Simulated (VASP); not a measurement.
# F (C2/c) in VASP: a series of runs, part 2 of 2

VASP 6.6.1. Earlier steps stand in the parts before.

## 3. Single point, PBE+D3(BJ) (18.80 Å³/atom)

Input file INCAR:

```
PREC = Accurate ; ENCUT = 520
EDIFF = 1E-7 ; ISMEAR = 0
SIGMA = 0.05 ; LREAL = False
LASPH = True ; NELM = 100
ALGO = Normal ; ISIF = 2
LWAVE = False ; LCHARG = False
GGA = PE ; IVDW = 12
NBANDS = 22
```

Input file KPOINTS:

```
regular mesh
0
Gamma
  8 8 4
```

Input file POSCAR:

```
F
1.0
    2.9002734508     -1.8433988578      0.3060743674
    2.9002734508      1.8433988578      0.3060743674
   -0.8603525133      0.0000000000      6.9435221427
F
4
Direct
    0.9138648456      0.5855481450      0.0939279973
    0.4144518550      0.0861351544      0.4060720027
    0.0861351544      0.4144518550      0.9060720027
    0.5855481450      0.9138648456      0.5939279973
```

Potentials or basis: VASP PAW PBE potentials, release 64 (F).

The run is started by

```
$ cat potpaw_PBE.64/F/POTCAR > POTCAR
$ mpirun -np 1 vasp_std > vasp.out
```

Run time: 40 s. Hardware: 1 thread of Intel Xeon 6975P-C (Granite Rapids), shared host; peak memory 0.24 GiB.

The run converged. Its results:

```
Free energy                : -7.3897 eV
Pressure                   : -2.7 GPa
Largest force              : 0.939 eV/Å
Band gap on the k mesh     : 2.56 eV
Dispersion energy per atom : -0.024 eV
```

Forces in eV/Å, atoms in the order of the input:
```
F    0.107 -0.414 -0.835
F   -0.107 -0.414  0.835
F   -0.107  0.414  0.835
F    0.107  0.414 -0.835
```

Stress tensor (GPa, compression positive):
```
-0.69  0.00  0.62
 0.00 -1.81  0.00
 0.62  0.00 -5.50
```

Levels at points of the mesh, in eV from the valence-band top:
```
           k point  band 12  band 13  band 14  band 15  band 16  band 17
(0.00, 0.00, 0.00)    -0.06    -0.05     0.00     2.56     3.21     8.92
(0.50, 0.00, 0.00)    -0.22    -0.07    -0.06     2.95     2.95    12.85
(0.50, 0.50, 0.00)    -0.34    -0.07    -0.05     2.73     3.16    12.89
(0.00, 0.00, 0.50)    -0.18    -0.02    -0.02     2.87     2.87     9.77
(0.50, 0.00, 0.50)    -0.19    -0.05    -0.04     2.93     2.93    13.39
(0.50, 0.50, 0.50)    -0.23    -0.21    -0.21     2.94     2.94    13.41
```

A k mesh can miss the band edges.

## 4. Single point, PBE+D3(BJ) (18.80 Å³/atom)

Input file INCAR:

```
ALGO     = Normal         # electronic algorithm
EDIFF    = 1E-6           # SCF threshold, eV
ENCUT    = 520            # plane-wave cutoff, eV
GGA      = PE             # functional
ISIF     = 2              # what is computed and relaxed
ISMEAR   = 0              # smearing method
IVDW     = 12             # dispersion correction
LASPH    = T              # aspherical terms in the spheres
LCHARG   = F              # write CHGCAR
LREAL    = F              # projectors in reciprocal space
LWAVE    = F              # write WAVECAR
NBANDS   = 22             # bands
NELM     = 100            # most SCF steps
PREC     = Accurate       # precision mode
SIGMA    = 0.05           # smearing width, eV
```

Input file KPOINTS:

```
k-points
0
Gamma
  8 8 4
```

Input file POSCAR:

```
F
1.0
    2.7494136285     -1.8932970014      0.2901536877
    2.7494136285      1.8932970014      0.2901536877
   -0.8736623966      0.0000000000      7.1325263271
F
4
Direct
    0.9138648456      0.5855481450      0.0939279973
    0.4144518550      0.0861351544      0.4060720027
    0.0861351544      0.4144518550      0.9060720027
    0.5855481450      0.9138648456      0.5939279973
```

Potentials or basis: VASP PAW PBE potentials, release 64 (F).

The run is started by

```
$ cat potpaw_PBE.64/F/POTCAR > POTCAR
$ mpirun -np 1 vasp_std > vasp.out
```

OUTCAR:

```text
EDIFF = 1E-6
   ENCUT = 520
   GGA = PE
   ISIF = 2
   ISMEAR = 0
   IVDW = 12
   LASPH = T
   LREAL = F
   NELM = 100
   PREC = Accurate
 IVDW          = 12

 ion  position               nearest neighbor table
   1  0.914  0.586  0.094-   3 1.50
   2  0.414  0.086  0.406-   4 1.50
   3  0.086  0.414  0.906-   1 1.50
   4  0.586  0.914  0.594-   2 1.50

  LATTYP: Found a base centered monoclinic cell.
 ALAT       =     5.5293632411
 B/A-ratio  =     0.6848155633
 C/A-ratio  =     1.2995772225
 COS(beta)  =    -0.0167382144

  Lattice vectors:

 A1 = (   2.7494136285,  -1.8932970014,   0.2901536877)
 A2 = (   2.7494136285,   1.8932970014,   0.2901536877)
 A3 = (  -0.8736623966,   0.0000000000,   7.1325263271)

Analysis of symmetry for initial positions (statically):
=====================================================================
[... 174 lines left out ...]
  ---------------------------------------------------
  free energy    TOTEN  =        -7.16994043 eV

  energy without entropy =       -7.16994043  energy(sigma->0) =       -7.16994043

 E-fermi :  -5.8771     XC(G=0):  -7.0084

 val. band max:       -6.2153749783   @ k =   0.0000   0.0000   0.0000
 cond. band min:      -4.0268970305   @ k =   0.0000   0.0000   0.0000
 fundamental gap:      2.1884779478
 Fermi energy:        -5.8770606272

 k-point     1 :       0.0000    0.0000    0.0000
  band No.  band energies     occupation
      1     -29.7397      2.00000
      2     -29.6634      2.00000
      3     -24.9035      2.00000
      4     -24.7270      2.00000
      5     -11.8656      2.00000
      6     -11.4269      2.00000
[... 589 lines left out ...]
     21      10.9150      0.00000
     22      11.8458      0.00000

 [... further k-points ...]

------------------------ aborting loop because EDIFF is reached ----------------------------------------

 Edisp (eV)   -0.09691

 E8    (eV) :    -0.0208

  FORCE on cell =-STRESS in cart. coord.  units (eV):
  Direction    XX          YY          ZZ          XY          YZ          ZX
  --------------------------------------------------------------------------------------
  -------------------------------------------------------------------------------------
  Total      -0.29540    -1.43557    -5.06998     0.00000     0.00000     0.60904
  in kB      -6.29241   -30.57903  -107.99582     0.00000     0.00000    12.97325
  external pressure =      -48.29 kB  Pullay stress =        0.00 kB

 VOLUME and BASIS-vectors are now :
 -----------------------------------------------------------------------------
  energy-cutoff  :      520.00
  volume of cell :       75.22
      direct lattice vectors                 reciprocal lattice vectors
     2.749413629 -1.893297001  0.290153688     0.179536145 -0.264089575  0.021991363
     2.749413629  1.893297001  0.290153688     0.179536145  0.264089575  0.021991363
    -0.873662397  0.000000000  7.132526327    -0.014607187  0.000000000  0.138413544

 POSITION                                       TOTAL-FORCE (eV/Angst)
 -----------------------------------------------------------------------------------
      4.04045     -0.62160      1.10500         0.215063     -0.843009     -1.703228
      1.02155     -0.62160      3.04157        -0.215063     -0.843009      1.703228
      0.58472      0.62160      6.60783        -0.215063      0.843009      1.703228
      3.60361      0.62160      4.67127         0.215063      0.843009     -1.703228
 -----------------------------------------------------------------------------------
    total drift:                               -0.000000     -0.000000      0.000000

  FREE ENERGIE OF THE ION-ELECTRON SYSTEM (eV)
  ---------------------------------------------------
  free  energy   TOTEN  =        -7.2668524107 eV

  energy  without entropy=       -7.2668524107  energy(sigma->0) =       -7.26685241
```

Run time: 39 s. Hardware: 1 thread of Intel Xeon 6975P-C (Granite Rapids), shared host; peak memory 0.24 GiB.

Results:

| Quantity | Value |
| --- | --- |
| Free energy | -7.2669 eV |
| Pressure | -4.8 GPa |
| Largest force | 1.913 eV/Å |
| Band gap on the k mesh | 2.19 eV |
| Dispersion energy per atom | -0.024 eV |

Forces in eV/Å, atoms in the order of the input:
```
F    0.215 -0.843 -1.703
F   -0.215 -0.843  1.703
F   -0.215  0.843  1.703
F    0.215  0.843 -1.703
```

Stress tensor (GPa, compression positive):
```
 -0.63   0.00   1.30
  0.00  -3.06   0.00
  1.30   0.00 -10.80
```

Caveat: the cell stands under tension; forces of over 1 eV/Å act on the atoms, so gaps and moduli don't describe the material at rest.

## 5. The runs side by side

```tsv
cell	gap on the mesh (eV)	pressure (GPa)	largest force (eV/Å)
a = 3.562, b = 3.562, c = 6.812 Å, angles 91.0, 91.0, 60.5°, 4 atoms	2.96	-0.1	0.27
a = 3.450, b = 3.450, c = 6.997 Å, angles 90.9, 90.9, 64.6°, 4 atoms	2.56	-2.7	0.94
a = 3.351, b = 3.351, c = 7.186 Å, angles 90.8, 90.8, 68.8°, 4 atoms	2.19	-4.8	1.91
```

Alike in all rows: task single point; level PBE+D3(BJ); potentials or basis VASP PAW PBE potentials, release 64 (F); no spin polarisation; k mesh 8 × 8 × 4; cutoff (eV) 520; smearing gaussian 0.05 eV.

Caveats: the cell stands under tension (at least some runs); forces of over 1 eV/Å act on the atoms, so gaps and moduli don't describe the material at rest (at least some runs).

Absolute energies hang on the potentials; compare differences alone.
